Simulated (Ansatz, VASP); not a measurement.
# Sc: VASP beside Ansatz

```
CELL_PARAMETERS angstrom
0.00000 2.27609 2.27609
2.27609 0.00000 2.27609
2.27609 2.27609 0.00000
ATOMIC_POSITIONS crystal
Sc 0.00000 0.00000 0.00000
```

Alike in both runs: functional PBEsol; k mesh 15 × 15 × 15; occupations fermi-dirac, width 0.05 eV; no spin polarisation.

Ansatz relaxed the structure, and its values are those at the end. VASP's run is a single point on that final structure, the one shown.

|  | VASP | Ansatz |
| --- | --- | --- |
| version | VASP 6.6.1 | Ansatz 0.2.0 |
| potentials or method | VASP PAW PBE potentials, release 64 (Sc_sv) | PAW with Ansatz's default frozen-core files, scalar-relativistic |
| plane-wave cutoff (eV) | 500 | 420 |
| valence electrons in the cell | 11 | 11 |

```tsv
	VASP	Ansatz	Ansatz less VASP
pressure (GPa)	0.0	0.0	+0.01
```

VASP's potentials were made for PBE, not for PBEsol. The functional is the same, so the differences come from potentials, cutoffs and numerics.
